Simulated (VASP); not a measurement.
# CdSe (F-43m) in VASP: a series of runs

Runs on CdSe. Level: LDA. Tasks: single point.

Program: VASP 6.6.1. These are calculated values, not measurements. Logs are shortened: lines on timing, memory, paths and dates and some standing lists are left out, and cuts for length are marked.

### 1 The cell of the first run

Symmetry: F-43m, No. 216, cubic system. Conventional cell: a = 6.141 Å, b = 6.141 Å, c = 6.141 Å, α = 90.00°, β = 90.00°, γ = 90.00°. Within 3.5 Å of Cd (site symmetry -43m) lie 4 Se at 2.66 Å. Se (site symmetry -43m) has 4 Cd at 2.66 Å within 3.5 Å.

### 2 Single point, LDA

The input, INCAR:

```
PREC = Accurate
ENCUT = 500
EDIFF = 1E-6
ISMEAR = 0
SIGMA = 0.01
LREAL = False
LASPH = True
NELM = 120
ALGO = Normal
ISIF = 2
LWAVE = False
LCHARG = False
NBANDS = 16
GGA_COMPAT = False
```

The input, KPOINTS:

```
Automatic mesh
0
Gamma
  5 5 5
```

The input, POSCAR:

```
CdSe
1.0
    0.0000000000      3.0702710000      3.0702710000
    3.0702710000      0.0000000000      3.0702710000
    3.0702710000      3.0702710000      0.0000000000
Cd Se
1 1
Direct
    0.0000000000      0.0000000000      0.0000000000
    0.7500000000      0.7500000000      0.7500000000
```

Potentials or basis: VASP PAW LDA potentials, release 64 (Cd, Se).

Launch:

```sh
$ cat potpaw_LDA.64/Cd/POTCAR potpaw_LDA.64/Se/POTCAR > POTCAR
$ mpirun -np 1 vasp_std > vasp.out
```

OUTCAR:

```text
PREC = Accurate
   ENCUT = 500
   EDIFF = 1E-6
   ISMEAR = 0
   LREAL = False
   LASPH = True
   NELM = 120
   ISIF = 2

 ion  position               nearest neighbor table
   1  0.000  0.000  0.000-   2 2.66   2 2.66   2 2.66   2 2.66
   2  0.750  0.750  0.750-   1 2.66   1 2.66   1 2.66   1 2.66

  LATTYP: Found a face centered cubic cell.
 ALAT       =     6.1405420000

  Lattice vectors:

 A1 = (   0.0000000000,   3.0702710000,   3.0702710000)
 A2 = (   3.0702710000,   0.0000000000,   3.0702710000)
 A3 = (   3.0702710000,   3.0702710000,   0.0000000000)

Analysis of symmetry for initial positions (statically):
=====================================================================
 Subroutine PRICEL returns:
 Original cell was already a primitive cell.

 Routine SETGRP: Setting up the symmetry group for a
 face centered cubic supercell.

 Subroutine GETGRP returns: Found 24 space group operations
 (whereof 24 operations were pure point group operations)
 out of a pool of 48 trial point group operations.

The static configuration has the point symmetry T_d .

Analysis of symmetry for dynamics (positions and initial velocities):
=====================================================================
 Subroutine PRICEL returns:
 Original cell was already a primitive cell.

 Routine SETGRP: Setting up the symmetry group for a
 face centered cubic supercell.

 Subroutine GETGRP returns: Found 24 space group operations
 (whereof 24 operations were pure point group operations)
 out of a pool of 48 trial point group operations.

The dynamic configuration has the point symmetry T_d .

 Subroutine INISYM returns: Found 24 space group operations
 (whereof 24 operations are pure point group operations),
 and found     1 'primitive' translations

----------------------------------------------------------------------------------------

                                     Primitive cell

  volume of cell :      57.8842

  direct lattice vectors                    reciprocal lattice vectors
     0.000000000  3.070271000  3.070271000    -0.162852074  0.162852074  0.162852074
     3.070271000  0.000000000  3.070271000     0.162852074 -0.162852074  0.162852074
     3.070271000  3.070271000  0.000000000     0.162852074  0.162852074 -0.162852074

  length of vectors
     4.342018888  4.342018888  4.342018888     0.282068066  0.282068066  0.282068066

  position of ions in fractional coordinates (direct lattice)
     0.000000000  0.000000000  0.000000000
     0.750000000  0.750000000  0.750000000

  ion indices of the primitive-cell ions
   primitive index   ion index
                 1           1
                 2           2

----------------------------------------------------------------------------------------

 KPOINTS: Automatic mesh

Automatic generation of k-mesh.
 Grid dimensions read from file:
 generate k-points for:    5    5    5

 Generating k-lattice:

  Cartesian coordinates                     Fractional coordinates (reciprocal lattice)
    -0.032570415  0.032570415  0.032570415     0.200000000  0.000000000  0.000000000
     0.032570415 -0.032570415  0.032570415     0.000000000  0.200000000  0.000000000
     0.032570415  0.032570415 -0.032570415     0.000000000  0.000000000  0.200000000

  Length of vectors
     0.056413613  0.056413613  0.056413613

  Shift w.r.t. Gamma in fractional coordinates (k-lattice)
     0.000000000  0.000000000  0.000000000

 Subroutine IBZKPT returns following result:
 ===========================================

 Found     10 irreducible k-points:

 Following reciprocal coordinates:
            Coordinates               Weight
  0.000000  0.000000  0.000000      1.000000
  0.200000  0.000000  0.000000      8.000000
  0.400000  0.000000  0.000000      8.000000
  0.200000  0.200000  0.000000      6.000000
  0.400000  0.200000  0.000000     24.000000
 -0.400000  0.200000  0.000000     24.000000
 -0.200000  0.200000  0.000000     12.000000
  0.400000  0.400000  0.000000      6.000000
 -0.400000  0.400000  0.000000     12.000000
 -0.400000  0.400000  0.200000     24.000000
   k-points           NKPTS =     10   k-points in BZ     NKDIM =     10   number of bands    NBANDS=     16
   number of dos      NEDOS =    301   number of ions     NIONS =      2
   total plane-waves  NPLWV =  32768
   dimension x,y,z NGX =    32 NGY =   32 NGZ =   32
   dimension x,y,z NGXF=    64 NGYF=   64 NGZF=   64
   ions per type =               1   1
   NGX,Y,Z   is equivalent  to a cutoff of  12.25, 12.25, 12.25 a.u.
   NGXF,Y,Z  is equivalent  to a cutoff of  24.50, 24.50, 24.50 a.u.
 SYSTEM =  unknown system
   PREC   = accura    normal or accurate (medium, high low for compatibility)
   ISTART =      0    job   : 0-new  1-cont  2-samecut
   ICHARG =      2    charge: 1-file 2-atom 10-const
   ISPIN  =      1    spin polarized calculation?
   LNONCOLLINEAR =      F non collinear calculations
   LSORBIT =      F    spin-orbit coupling
   LASPH  =      T    aspherical Exc in radial PAW
   ENCUT  =  500.0 eV  36.75 Ry    6.06 a.u.   7.92  7.92  7.92*2*pi/ulx,y,z
   NELM   =    120;   NELMIN=  2; NELMDL= -5     # of ELM steps
   EDIFF  = 0.1E-05   stopping-criterion for ELM
   LREAL  =      F    real-space projection
   EDIFFG = 0.1E-04   stopping-criterion for IOM
   NSW    =      0    number of steps for IOM
   IBRION =     -1    ionic relax: 0-MD 1-quasi-New 2-CG
   NFREE  =      0    steps in history (QN), initial steepest desc. (CG)
   ISIF   =      2    stress and relaxation
   ISYM   =      2    0-nonsym 1-usesym 2-fastsym
   POTIM  = 0.5000    time-step for ionic-motion
   TEBEG  =    0.0;   TEEND  =   0.0 temperature during run
   PSTRESS=    0.0 pullay stress
   NELECT =      18.0000    total number of electrons
   NUPDOWN=      -1.0000    fix difference up-down
   EMIN   =  10.00;   EMAX   =-10.00  energy-range for DOS
   EFERMI =   0.00;   METHOD = LEGACY
   ISMEAR =     0;   SIGMA  =   0.01  broadening in eV -4-tet -1-fermi 0-gaus
   EFERMI_NEDOS =   21; number of points for ismear=-14 and -15
   IALGO  =     38    algorithm
   IMIX   =      4    mixing-type and parameters
     AMIX     =   0.40;   BMIX     =  1.00
     AMIX_MAG =   1.60;   BMIX_MAG =  1.00
  volume/ion in A,a.u.               =      28.94       195.31
  Fermi-wavevector in a.u.,A,eV,Ry     =   1.109121  2.095935 16.737201  1.230150
  Thomas-Fermi vector in A             =   2.245657
   LORBIT       =      0    0 simple, 1 ext, 2 COOP (PROOUT), +10 PAW based schemes
   GGA     = CA    functional components
   LHFCALC =     F    Hartree Fock is set to
   AEXX    =    0.0000 exact exchange contribution
   IVDW    =     0    specifies the selected vdW correction
   LEPSILON=     F    determine dielectric tensor
   LRPA    =     F    only Hartree local field effects (RPA)
 non-spin polarized calculation
 Gauss-broadening in eV      SIGMA  =   0.01
  energy-cutoff  :      500.00
  volume of cell :       57.88
 maximum number of plane-waves:      1479
   NGX = 15   NGY = 15   NGZ = 15

 number of electron      18.0000006 magnetization

 Free energy of the ion-electron system (eV)
  ---------------------------------------------------
  ext. energy  EPLUGINS =         0.00000000
  ---------------------------------------------------
  free energy    TOTEN  =        -6.71595194 eV

  energy without entropy =       -6.71595194  energy(sigma->0) =       -6.71595194

 E-fermi :   0.6839     XC(G=0):  -9.1625

 val. band max:        0.5931863987   @ k =   0.0000   0.0000   0.0000
 cond. band min:       0.8898940967   @ k =   0.0000   0.0000   0.0000
 fundamental gap:      0.2967076980
 Fermi energy:         0.6839205405

 k-point     1 :       0.0000    0.0000    0.0000
  band No.  band energies     occupation
      1     -11.8947      2.00000
      2      -7.2741      2.00000
      3      -7.2741      2.00000
      4      -7.2741      2.00000
      5      -6.9258      2.00000
      6      -6.9258      2.00000
      7       0.5932      2.00000
      8       0.5932      2.00000
      9       0.5932      2.00000
     10       0.8899      0.00000
     11       6.3773      0.00000
     12       6.3773      0.00000
     13       6.3773      0.00000
     14       9.9616      0.00000
     15      11.6083      0.00000
     16      11.6083      0.00000

 k-point     2 :       0.2000    0.0000    0.0000
  band No.  band energies     occupation
      1     -11.7734      2.00000
      2      -7.2376      2.00000
      3      -7.2376      2.00000
      4      -7.1513      2.00000
      5      -6.9261      2.00000
      6      -6.9261      2.00000
      7      -1.5395      2.00000
      8       0.3171      2.00000
      9       0.3171      2.00000
     10       2.4554      0.00000
     11       6.1430      0.00000
     12       6.7821      0.00000
     13       6.7821      0.00000
     14      10.5093      0.00000
     15      10.5093      0.00000
     16      10.6458      0.00000

 k-point     3 :       0.4000    0.0000    0.0000
  band No.  band energies     occupation
      1     -11.5736      2.00000
      2      -7.1921      2.00000
      3      -7.1921      2.00000
      4      -6.9096      2.00000
      5      -6.9096      2.00000
      6      -6.7671      2.00000
      7      -3.4042      2.00000
      8      -0.0698      2.00000
      9      -0.0698      2.00000
     10       2.7574      0.00000
     11       6.9198      0.00000
     12       6.9198      0.00000
     13       7.3740      0.00000
     14      10.1188      0.00000
     15      11.6571      0.00000
     16      11.6571      0.00000

 k-point     4 :       0.2000    0.2000    0.0000
  band No.  band energies     occupation
      1     -11.7335      2.00000
      2      -7.1977      2.00000
      3      -7.1977      2.00000
      4      -7.1710      2.00000
      5      -6.9440      2.00000
      6      -6.9069      2.00000
      7      -1.5211      2.00000
      8      -0.1303      2.00000
      9      -0.1303      2.00000
     10       3.2036      0.00000
     11       5.0184      0.00000
     12       7.5073      0.00000
     13       7.5073      0.00000
     14       8.6259      0.00000
     15      11.9506      0.00000
     16      12.5189      0.00000

 k-point     5 :       0.4000    0.2000    0.0000
  band No.  band energies     occupation
      1     -11.5609      2.00000
      2      -7.1661      2.00000
      3      -7.1391      2.00000
      4      -7.0017      2.00000
      5      -6.8940      2.00000
      6      -6.8013      2.00000
      7      -2.8955      2.00000
      8      -0.8072      2.00000
      9      -0.5340      2.00000
     10       3.8852      0.00000
     11       5.3522      0.00000
     12       7.1702      0.00000
     13       8.0061      0.00000
     14       9.9052      0.00000
     15      12.5390      0.00000
     16      12.5444      0.00000

 k-point     6 :      -0.4000    0.2000    0.0000
  band No.  band energies     occupation
      1     -11.4948      2.00000
      2      -7.1601      2.00000
      3      -7.1383      2.00000
      4      -6.9375      2.00000
      5      -6.9134      2.00000
      6      -6.5927      2.00000
      7      -3.4857      2.00000
      8      -1.3279      2.00000
      9      -0.3991      2.00000
     10       3.9789      0.00000
     11       6.0455      0.00000
     12       7.6648      0.00000
     13       7.6727      0.00000
     14      10.4005      0.00000
     15      11.3998      0.00000
     16      12.4608      0.00000

 k-point     7 :      -0.2000    0.2000    0.0000
  band No.  band energies     occupation
      1     -11.6263      2.00000
      2      -7.1936      2.00000
      3      -7.1810      2.00000
      4      -6.9811      2.00000
      5      -6.9397      2.00000
      6      -6.8695      2.00000
      7      -2.5104      2.00000
      8      -0.9102      2.00000
      9       0.1192      2.00000
     10       3.6507      0.00000
     11       6.1368      0.00000
     12       6.6839      0.00000
     13       7.1722      0.00000
     14       9.7621      0.00000
     15      11.5679      0.00000
     16      12.6554      0.00000

 k-point     8 :       0.4000    0.4000    0.0000
  band No.  band energies     occupation
      1     -11.4717      2.00000
      2      -7.0878      2.00000
      3      -7.0576      2.00000
      4      -7.0576      2.00000
      5      -6.8762      2.00000
      6      -6.7029      2.00000
      7      -3.1624      2.00000
      8      -1.0581      2.00000
      9      -1.0581      2.00000
     10       3.7114      0.00000
     11       4.2174      0.00000
     12       8.8046      0.00000
     13       9.7687      0.00000
     14       9.7687      0.00000
     15      12.7556      0.00000
     16      14.1705      0.00000

 k-point     9 :      -0.4000    0.4000    0.0000
  band No.  band energies     occupation
      1     -11.4319      2.00000
      2      -7.1138      2.00000
      3      -7.0561      2.00000
      4      -7.0063      2.00000
      5      -6.8900      2.00000
      6      -6.5263      2.00000
      7      -3.3969      2.00000
      8      -1.7402      2.00000
      9      -0.9868      2.00000
     10       4.0118      0.00000
     11       5.1289      0.00000
     12       8.7606      0.00000
     13       9.2723      0.00000
     14       9.3440      0.00000
     15      12.3758      0.00000
     16      13.9817      0.00000

 k-point    10 :      -0.4000    0.4000    0.2000
  band No.  band energies     occupation
      1     -11.4565      2.00000
      2      -7.1163      2.00000
      3      -7.1068      2.00000
      4      -6.9741      2.00000
      5      -6.9075      2.00000
      6      -6.5557      2.00000
      7      -3.2839      2.00000
      8      -1.6512      2.00000
      9      -1.0391      2.00000
     10       4.9984      0.00000
     11       5.3961      0.00000
     12       6.7262      0.00000
     13       9.0490      0.00000
     14       9.8429      0.00000
     15      12.0995      0.00000
     16      14.0733      0.00000

------------------------ aborting loop because EDIFF is reached ----------------------------------------

  FORCE on cell =-STRESS in cart. coord.  units (eV):
  Direction    XX          YY          ZZ          XY          YZ          ZX
  --------------------------------------------------------------------------------------
  -------------------------------------------------------------------------------------
  Total       -1.0309687     -1.0309687     -1.0309687     -0.0000000      0.0000000      0.0000000
  in kB      -28.5361855    -28.5361855    -28.5361855     -0.0000000      0.0000000      0.0000000
  external PRESSURE =     -28.5361855 kB  Pullay stress =       0.0000000 kB

 VOLUME and BASIS-vectors are now :
 -----------------------------------------------------------------------------
  energy-cutoff  :      500.00
  volume of cell :       57.88
      direct lattice vectors                 reciprocal lattice vectors
     0.000000000  3.070271000  3.070271000    -0.162852074  0.162852074  0.162852074
     3.070271000  0.000000000  3.070271000     0.162852074 -0.162852074  0.162852074
     3.070271000  3.070271000  0.000000000     0.162852074  0.162852074 -0.162852074

 POSITION                                       TOTAL-FORCE (eV/Angst)
 -----------------------------------------------------------------------------------
      0.00000      0.00000      0.00000         0.000000      0.000000      0.000000
      4.60541      4.60541      4.60541        -0.000000     -0.000000     -0.000000
 -----------------------------------------------------------------------------------
    total drift:                                0.000000      0.000000      0.000000

  FREE ENERGIE OF THE ION-ELECTRON SYSTEM (eV)
  ---------------------------------------------------
  free  energy   TOTEN  =        -6.7159519365 eV

  energy  without entropy=       -6.7159519365  energy(sigma->0) =       -6.71595194
```

It took 8 s on 1 thread of Intel Xeon Platinum 8259CL at 2.50GHz (Skylake/Cascade Lake), shared host; peak memory 0.15 GiB.

What came out:

| Item | Value |
| --- | --- |
| Free energy | -6.7160 eV |
| Pressure | -2.9 GPa |
| Band gap on the k mesh | 0.30 eV, direct |

Levels at points of the mesh, in eV from the valence-band top:
| k point | band 6 | band 7 | band 8 | band 9 | band 10 | band 11 | band 12 | band 13 |
| --- | --- | --- | --- | --- | --- | --- | --- | --- |
| (0.00, 0.00, 0.00) | -7.52 | 0.00 | 0.00 | 0.00 | 0.30 | 5.78 | 5.78 | 5.78 |

### 3 Single point, LDA

This run uses another cell than the first one, of 29.67 Å³/atom, 1.025 times its volume.

The input, INCAR:

```
PREC = Accurate
ENCUT = 500
EDIFF = 1E-6
ISMEAR = 0
SIGMA = 0.01
LREAL = F
LASPH = T
NELM = 120
ALGO = Normal
ISIF = 2
LWAVE = F
LCHARG = F
NBANDS = 16
GGA_COMPAT = F
```

The input, KPOINTS:

```
regular mesh
0
Gamma
  5 5 5
```

The input, POSCAR:

```
CdSe
1.0
    0.0000000000      3.0956462912      3.0956462912
    3.0956462912      0.0000000000      3.0956462912
    3.0956462912      3.0956462912      0.0000000000
Cd Se
1 1
Direct
    0.0000000000      0.0000000000      0.0000000000
    0.7500000000      0.7500000000      0.7500000000
```

Potentials or basis: VASP PAW LDA potentials, release 64 (Cd, Se).

Launch:

```sh
$ cat potpaw_LDA.64/Cd/POTCAR potpaw_LDA.64/Se/POTCAR > POTCAR
$ mpirun -np 1 vasp_std > vasp.out
```

Wall time 8 s (1 thread of Intel Xeon Platinum 8259CL at 2.50GHz (Skylake/Cascade Lake), shared host); peak memory 0.15 GiB.

Results (log left out):

```
Free energy            : -6.6856 eV
Pressure               : -3.9 GPa
Band gap on the k mesh : 0.25 eV, direct
```

Levels at points of the mesh, in eV from the valence-band top:
| k point | band 6 | band 7 | band 8 | band 9 | band 10 | band 11 | band 12 | band 13 |
| --- | --- | --- | --- | --- | --- | --- | --- | --- |
| (0.00, 0.00, 0.00) | -7.47 | 0.00 | 0.00 | 0.00 | 0.25 | 5.78 | 5.78 | 5.78 |

### 4 Single point, LDA

This run uses another cell than the first one, of 30.39 Å³/atom, 1.050 times its volume.

The input, INCAR:

```
SYSTEM = CdSe
PREC = Accurate
ENCUT = 500
EDIFF = 1E-6
ISMEAR = 0
SIGMA = 0.01
LREAL = .False.
LASPH = .True.
NELM = 120
ALGO = Normal
ISIF = 2
LWAVE = .False.
LCHARG = .False.
GGA = CA
NBANDS = 16
GGA_COMPAT = .False.
```

The input, KPOINTS:

```
Automatic mesh
0
Gamma
  5 5 5
  0 0 0
```

The input, POSCAR:

```
CdSe
1.0
    0.0000000000      3.1206122588      3.1206122588
    3.1206122588      0.0000000000      3.1206122588
    3.1206122588      3.1206122588      0.0000000000
Cd Se
1 1
Direct
    0.0000000000      0.0000000000      0.0000000000
    0.7500000000      0.7500000000      0.7500000000
```

Launch:

```sh
$ cat potpaw_LDA.64/Cd/POTCAR potpaw_LDA.64/Se/POTCAR > POTCAR
$ mpirun -np 1 vasp_std > vasp.out
```

It took 7.9 s on 1 thread of Intel Xeon Platinum 8259CL at 2.50GHz (Skylake/Cascade Lake), shared host; peak memory 0.15 GiB.

It converged, with:

- Free energy: -6.6467 eV
- Pressure: -4.7 GPa
- Band gap on the k mesh: 0.20 eV, direct

Levels at points of the mesh, in eV from the valence-band top:
```
           k point  band 6  band 7  band 8  band 9  band 10  band 11  band 12  band 13
(0.00, 0.00, 0.00)   -7.42    0.00    0.00    0.00     0.20     5.77     5.77     5.77
```

### 5 Overview

```tsv
cell	gap on the mesh (eV)	pressure (GPa)
a = 4.342 Å, angles 60.0°, 2 atoms	0.30	-2.9
a = 4.378 Å, angles 60.0°, 2 atoms	0.25	-3.9
a = 4.413 Å, angles 60.0°, 2 atoms	0.20	-4.7
```

Alike in all rows: task single point; level LDA; potentials or basis VASP PAW LDA potentials, release 64 (Cd, Se); no spin polarisation; k mesh 5 × 5 × 5; cutoff (eV) 500; smearing gaussian 0.01 eV.

Absolute energies hang on the potentials; compare differences alone.
